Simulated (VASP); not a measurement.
# LiF (F-43m) in VASP: further runs, part 2 of 3

VASP 6.6.1. Earlier steps stand in the parts before.

## (3) Single point, LDA

INCAR

```
SYSTEM = LiF
  ALGO = Normal
  EDIFF = 1E-6
  ENCUT = 520
  ISIF = 2
  ISMEAR = 0
  LASPH = .TRUE.
  LCHARG = .FALSE.
  LREAL = .FALSE.
  LWAVE = .FALSE.
  NBANDS = 12
  NELM = 100
  PREC = Accurate
  SIGMA = 0.01
```

KPOINTS

```
k-points
0
G
  6 6 6
  0 0 0
```

POSCAR

```
LiF
1.0
    0.0000000000      2.1446105472      2.1446105472
    2.1446105472      0.0000000000      2.1446105472
    2.1446105472      2.1446105472      0.0000000000
Li F
1 1
Direct
    0.0000000000      0.0000000000      0.0000000000
    0.2500000000      0.2500000000      0.2500000000
```

Potentials or basis: VASP PAW LDA potentials, release 64 (Li_sv, F).

Launch:

```
$ cat potpaw_LDA.64/Li_sv/POTCAR potpaw_LDA.64/F/POTCAR > POTCAR
$ mpirun -np 1 vasp_std > vasp.out
```

OUTCAR:

```text
SYSTEM = LiF
   EDIFF = 1E-6
   ENCUT = 520
   ISIF = 2
   ISMEAR = 0
   LASPH = .TRUE.
   LREAL = .FALSE.
   NELM = 100
   PREC = Accurate

 ion  position               nearest neighbor table
   1  0.000  0.000  0.000-   2 1.86   2 1.86   2 1.86   2 1.86
   2  0.250  0.250  0.250-   1 1.86   1 1.86   1 1.86   1 1.86

  LATTYP: Found a face centered cubic cell.
 ALAT       =     4.2892210944

  Lattice vectors:

 A1 = (   0.0000000000,   2.1446105472,   2.1446105472)
 A2 = (   2.1446105472,   0.0000000000,   2.1446105472)
 A3 = (   2.1446105472,   2.1446105472,   0.0000000000)

Analysis of symmetry for initial positions (statically):
=====================================================================
 Subroutine PRICEL returns:
 Original cell was already a primitive cell.

 Routine SETGRP: Setting up the symmetry group for a
 face centered cubic supercell.

 Subroutine GETGRP returns: Found 24 space group operations
 (whereof 24 operations were pure point group operations)
 out of a pool of 48 trial point group operations.

The static configuration has the point symmetry T_d .

Analysis of symmetry for dynamics (positions and initial velocities):
=====================================================================
 Subroutine PRICEL returns:
 Original cell was already a primitive cell.

 Routine SETGRP: Setting up the symmetry group for a
 face centered cubic supercell.

 Subroutine GETGRP returns: Found 24 space group operations
 (whereof 24 operations were pure point group operations)
 out of a pool of 48 trial point group operations.

The dynamic configuration has the point symmetry T_d .

 Subroutine INISYM returns: Found 24 space group operations
 (whereof 24 operations are pure point group operations),
 and found     1 'primitive' translations

----------------------------------------------------------------------------------------

                                     Primitive cell

  volume of cell :      19.7276

  direct lattice vectors                    reciprocal lattice vectors
     0.000000000  2.144610547  2.144610547    -0.233142563  0.233142563  0.233142563
     2.144610547  0.000000000  2.144610547     0.233142563 -0.233142563  0.233142563
     2.144610547  2.144610547  0.000000000     0.233142563  0.233142563 -0.233142563

  length of vectors
     3.032937322  3.032937322  3.032937322     0.403814765  0.403814765  0.403814765

  position of ions in fractional coordinates (direct lattice)
     0.000000000  0.000000000  0.000000000
     0.250000000  0.250000000  0.250000000

  ion indices of the primitive-cell ions
   primitive index   ion index
                 1           1
                 2           2

----------------------------------------------------------------------------------------

 KPOINTS: k-points

Automatic generation of k-mesh.
 Grid dimensions read from file:
 generate k-points for:    6    6    6

 Generating k-lattice:

  Cartesian coordinates                     Fractional coordinates (reciprocal lattice)
[... 31 lines left out ...]
 -0.333333  0.333333  0.166667     24.000000
 -0.333333  0.500000  0.166667     12.000000
   k-points           NKPTS =     16   k-points in BZ     NKDIM =     16   number of bands    NBANDS=     12
   number of dos      NEDOS =    301   number of ions     NIONS =      2
   total plane-waves  NPLWV =  13824
   dimension x,y,z NGX =    24 NGY =   24 NGZ =   24
   dimension x,y,z NGXF=    48 NGYF=   48 NGZF=   48
   ions per type =               1   1
   NGX,Y,Z   is equivalent  to a cutoff of  13.16, 13.16, 13.16 a.u.
   NGXF,Y,Z  is equivalent  to a cutoff of  26.31, 26.31, 26.31 a.u.
 SYSTEM =  LiF
   PREC   = accura    normal or accurate (medium, high low for compatibility)
   ISTART =      0    job   : 0-new  1-cont  2-samecut
   ICHARG =      2    charge: 1-file 2-atom 10-const
   ISPIN  =      1    spin polarized calculation?
   LNONCOLLINEAR =      F non collinear calculations
   LSORBIT =      F    spin-orbit coupling
   LASPH  =      T    aspherical Exc in radial PAW
   ENCUT  =  520.0 eV  38.22 Ry    6.18 a.u.   5.64  5.64  5.64*2*pi/ulx,y,z
   NELM   =    100;   NELMIN=  2; NELMDL= -5     # of ELM steps
   EDIFF  = 0.1E-05   stopping-criterion for ELM
   LREAL  =      F    real-space projection
   EDIFFG = 0.1E-04   stopping-criterion for IOM
   NSW    =      0    number of steps for IOM
   IBRION =     -1    ionic relax: 0-MD 1-quasi-New 2-CG
   NFREE  =      0    steps in history (QN), initial steepest desc. (CG)
   ISIF   =      2    stress and relaxation
   ISYM   =      2    0-nonsym 1-usesym 2-fastsym
   POTIM  = 0.5000    time-step for ionic-motion
   TEBEG  =    0.0;   TEEND  =   0.0 temperature during run
   PSTRESS=    0.0 pullay stress
   NELECT =      10.0000    total number of electrons
   NUPDOWN=      -1.0000    fix difference up-down
   EMIN   =  10.00;   EMAX   =-10.00  energy-range for DOS
   EFERMI =   0.00;   METHOD = LEGACY
   ISMEAR =     0;   SIGMA  =   0.01  broadening in eV -4-tet -1-fermi 0-gaus
   EFERMI_NEDOS =   21; number of points for ismear=-14 and -15
   IALGO  =     38    algorithm
   IMIX   =      4    mixing-type and parameters
     AMIX     =   0.40;   BMIX     =  1.00
     AMIX_MAG =   1.60;   BMIX_MAG =  1.00
  volume/ion in A,a.u.               =       9.86        66.56
  Fermi-wavevector in a.u.,A,eV,Ry     =   1.305318  2.466694 23.182363  1.703856
  Thomas-Fermi vector in A             =   2.436195
   LORBIT       =      0    0 simple, 1 ext, 2 COOP (PROOUT), +10 PAW based schemes
   GGA     = CA    functional components
   LHFCALC =     F    Hartree Fock is set to
   AEXX    =    0.0000 exact exchange contribution
   IVDW    =     0    specifies the selected vdW correction
   LEPSILON=     F    determine dielectric tensor
   LRPA    =     F    only Hartree local field effects (RPA)
 non-spin polarized calculation
 Gauss-broadening in eV      SIGMA  =   0.01
  energy-cutoff  :      520.00
  volume of cell :       19.73
 maximum number of plane-waves:       544
 NGX is ok and might be reduce to    24
   NGX = 11   NGY = 11   NGZ = 11

 number of electron      10.0000000 magnetization

 number of electron       9.9999987 magnetization

 Free energy of the ion-electron system (eV)
  ---------------------------------------------------
  ext. energy  EPLUGINS =         0.00000000
  ---------------------------------------------------
  free energy    TOTEN  =       -10.37003373 eV

  energy without entropy =      -10.37003373  energy(sigma->0) =      -10.37003373

 E-fermi :  -2.7581     XC(G=0):  -9.5780

 val. band max:       -2.8366440835   @ k =   0.0000   0.0000   0.0000
 cond. band min:       4.7641345555   @ k =   0.0000   0.0000   0.0000
 fundamental gap:      7.6007786391
 Fermi energy:        -2.7580993399

 k-point     1 :       0.0000    0.0000    0.0000
  band No.  band energies     occupation
      1     -42.0331      2.00000
      2     -21.7491      2.00000
      3      -2.8366      2.00000
      4      -2.8366      2.00000
      5      -2.8366      2.00000
      6       4.7641      0.00000
      7      16.1766      0.00000
      8      16.1766      0.00000
      9      16.1766      0.00000
     10      24.8624      0.00000
     11      24.8624      0.00000
     12      24.8624      0.00000
[... 211 lines left out ...]
 k-point    16 :      -0.3333    0.5000    0.1667
  band No.  band energies     occupation
      1     -41.9732      2.00000
      2     -21.5007      2.00000
      3      -4.3391      2.00000
      4      -3.8134      2.00000
      5      -3.6283      2.00000
      6       8.3660      0.00000
      7      12.4419      0.00000
      8      14.2688      0.00000
      9      16.9032      0.00000
     10      19.2519      0.00000
     11      25.7130      0.00000
     12      26.9515      0.00000

------------------------ aborting loop because EDIFF is reached ----------------------------------------

  FORCE on cell =-STRESS in cart. coord.  units (eV):
  Direction    XX          YY          ZZ          XY          YZ          ZX
  --------------------------------------------------------------------------------------
  -------------------------------------------------------------------------------------
  Total       -0.4416436     -0.4416436     -0.4416436     -0.0000000     -0.0000000      0.0000000
  in kB      -35.8680078    -35.8680078    -35.8680078     -0.0000000     -0.0000000      0.0000000
  external PRESSURE =     -35.8680078 kB  Pullay stress =       0.0000000 kB

 VOLUME and BASIS-vectors are now :
 -----------------------------------------------------------------------------
  energy-cutoff  :      520.00
  volume of cell :       19.73
      direct lattice vectors                 reciprocal lattice vectors
     0.000000000  2.144610547  2.144610547    -0.233142563  0.233142563  0.233142563
     2.144610547  0.000000000  2.144610547     0.233142563 -0.233142563  0.233142563
     2.144610547  2.144610547  0.000000000     0.233142563  0.233142563 -0.233142563

 POSITION                                       TOTAL-FORCE (eV/Angst)
 -----------------------------------------------------------------------------------
      0.00000      0.00000      0.00000        -0.000000     -0.000000     -0.000000
      1.07231      1.07231      1.07231         0.000000      0.000000      0.000000
 -----------------------------------------------------------------------------------
    total drift:                               -0.000000     -0.000000     -0.000000

  FREE ENERGIE OF THE ION-ELECTRON SYSTEM (eV)
  ---------------------------------------------------
  free  energy   TOTEN  =       -10.3700337253 eV

  energy  without entropy=      -10.3700337253  energy(sigma->0) =      -10.37003373
```

Wall time 1.8 s (1 thread of Intel Xeon 6975P-C (Granite Rapids), shared host); peak memory 0.11 GiB.

Results:

```
Free energy            : -10.3700 eV
Band gap on the k mesh : 7.60 eV
```

Caveat: the k points lie up to 0.42 Å⁻¹ apart; the cutoff is under 1.25 times the usual one of these potentials, so pressure, stress and relaxed cells hold a basis-set (Pulay) error.

## (4) Single point, PBE

INCAR

```
SYSTEM = LiF
  PREC = Accurate
  ENCUT = 520
  EDIFF = 1E-6
  ISMEAR = 0
  SIGMA = 0.01
  LREAL = .FALSE.
  LASPH = .TRUE.
  NELM = 80
  ALGO = Normal
  ISIF = 2
  LWAVE = .FALSE.
  LCHARG = .FALSE.
  GGA = PE
  NBANDS = 12
```

KPOINTS

```
regular mesh
0
G
  8 8 8
  0 0 0
```

POSCAR is that of step 3.

Potentials or basis: VASP PAW PBE potentials, release 64 (Li_sv, F).

Launch:

```
$ cat potpaw_PBE.64/Li_sv/POTCAR potpaw_PBE.64/F/POTCAR > POTCAR
$ mpirun -np 1 vasp_std > vasp.out
```

OUTCAR:

```text
SYSTEM = LiF
   PREC = Accurate
   ENCUT = 520
   EDIFF = 1E-6
   ISMEAR = 0
   LREAL = .FALSE.
   LASPH = .TRUE.
   NELM = 80
   ISIF = 2
   GGA = PE

 ion  position               nearest neighbor table
   1  0.000  0.000  0.000-   2 1.86   2 1.86   2 1.86   2 1.86
   2  0.250  0.250  0.250-   1 1.86   1 1.86   1 1.86   1 1.86

  LATTYP: Found a face centered cubic cell.
 ALAT       =     4.2892210944

  Lattice vectors:

 A1 = (   0.0000000000,   2.1446105472,   2.1446105472)
 A2 = (   2.1446105472,   0.0000000000,   2.1446105472)
 A3 = (   2.1446105472,   2.1446105472,   0.0000000000)
[... 538 lines left out ...]
      8      16.1744      0.00000
      9      17.1958      0.00000
     10      20.7854      0.00000
     11      24.9068      0.00000
     12      28.0831      0.00000

 [... further k-points ...]
[... 5 lines left out ...]
  --------------------------------------------------------------------------------------
  -------------------------------------------------------------------------------------
  Total        0.3490601      0.3490601      0.3490601      0.0000000      0.0000000      0.0000000
  in kB       28.3488556     28.3488556     28.3488556      0.0000000      0.0000000      0.0000000
  external PRESSURE =      28.3488556 kB  Pullay stress =       0.0000000 kB

 VOLUME and BASIS-vectors are now :
 -----------------------------------------------------------------------------
  energy-cutoff  :      520.00
  volume of cell :       19.73
      direct lattice vectors                 reciprocal lattice vectors
     0.000000000  2.144610547  2.144610547    -0.233142563  0.233142563  0.233142563
     2.144610547  0.000000000  2.144610547     0.233142563 -0.233142563  0.233142563
     2.144610547  2.144610547  0.000000000     0.233142563  0.233142563 -0.233142563

 POSITION                                       TOTAL-FORCE (eV/Angst)
 -----------------------------------------------------------------------------------
      0.00000      0.00000      0.00000         0.000000     -0.000000      0.000000
      1.07231      1.07231      1.07231        -0.000000      0.000000     -0.000000
 -----------------------------------------------------------------------------------
    total drift:                               -0.000000     -0.000000     -0.000000

  FREE ENERGIE OF THE ION-ELECTRON SYSTEM (eV)
  ---------------------------------------------------
  free  energy   TOTEN  =        -9.6176317970 eV

  energy  without entropy=       -9.6176317970  energy(sigma->0) =       -9.61763180
```

It took 3.8 s on 1 thread of Intel Xeon 6975P-C (Granite Rapids), shared host; peak memory 0.13 GiB.

What came out:

```yaml
Free_energy: -9.6176 eV
Band_gap_on_the_k_mesh: 7.92 eV
```

Caveat: the cutoff is under 1.25 times the usual one of these potentials, so pressure, stress and relaxed cells hold a basis-set (Pulay) error. A k mesh can miss the band edges.

(Part 2 of 3 ends here.)
